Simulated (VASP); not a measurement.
Here is a VASP 6.6.1 calculation.

File INCAR:

```
SYSTEM = AlNi
PREC = Accurate
ENCUT = 520
EDIFF = 1E-6
ISMEAR = 0
SIGMA = 0.1
LREAL = .FALSE.
LASPH = .TRUE.
NELM = 80
ALGO = Fast
ISIF = 2
LWAVE = .FALSE.
LCHARG = .FALSE.
GGA = PE
NBANDS = 14
```

KPOINTS

```
regular mesh
0
G
  6 6 6
  0 0 0
```

Contents of POSCAR:

```
AlNi
1.0
    2.8810000000      0.0000000000      0.0000000000
    0.0000000000      2.8810000000      0.0000000000
    0.0000000000      0.0000000000      2.8810000000
Al Ni
1 1
Direct
    0.0000000000      0.0000000000      0.0000000000
    0.5000000000      0.5000000000      0.5000000000
```

Potentials or basis: VASP PAW PBE potentials, release 64 (Al, Ni).

The run is started by

```console
$ cat potpaw_PBE.64/Al/POTCAR potpaw_PBE.64/Ni/POTCAR > POTCAR
$ mpirun -np 1 vasp_std > vasp.out
```

**Question.** Estimate the pressure.

**Answer.** 2.1 GPa.

Caveat: the k points lie up to 0.36 Å⁻¹ apart. Spin polarisation is off, so any magnetic state and its effect on volume and gap are missing.
